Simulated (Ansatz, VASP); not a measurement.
## Rb3Ir2: VASP beside Ansatz

```
CELL_PARAMETERS angstrom
2.13369 -3.67423 0.00000
2.13369 3.67423 0.00000
0.00000 0.00000 14.63025
ATOMIC_POSITIONS crystal
Rb 0.50000 0.50000 0.32414
Rb 0.50000 0.50000 0.67586
Rb 0.00000 0.00000 0.00000
Ir 0.16757 0.83243 0.50000
Ir 0.83243 0.16757 0.50000
```

Alike in both runs: functional PBE; k mesh 10 × 10 × 4; occupations gaussian, width 0.1 eV; no spin polarisation.

Ansatz relaxed the structure, and its values are those at the end. VASP's run is a single point on that final structure, the one shown.

|  | VASP | Ansatz |
| --- | --- | --- |
| version | VASP 6.6.1 | Ansatz 0.2.0 |
| potentials or method | VASP PAW PBE potentials, release 64 (Rb_sv, Ir), cutoff 520 eV | scalar-relativistic, plane waves, PAW |
| valence electrons in the cell | 45 | 61 |

|  | VASP | Ansatz | Ansatz less VASP |
| --- | --- | --- | --- |
| gap on the k mesh at the Fermi level (eV) | none | none | - |
| pressure (GPa) | 0.0 | 0.0 | +0.03 |
| rms of the force components (eV/Å) | 0.003 | 0.003 | -0.0002 |

A gap of «none» marks a metal or a gap that the smearing closes. VASP's potentials hold 45 valence electrons a cell and Ansatz's 61, so a difference there can come from the potentials and not from the codes.

Spin-orbit coupling is off throughout.
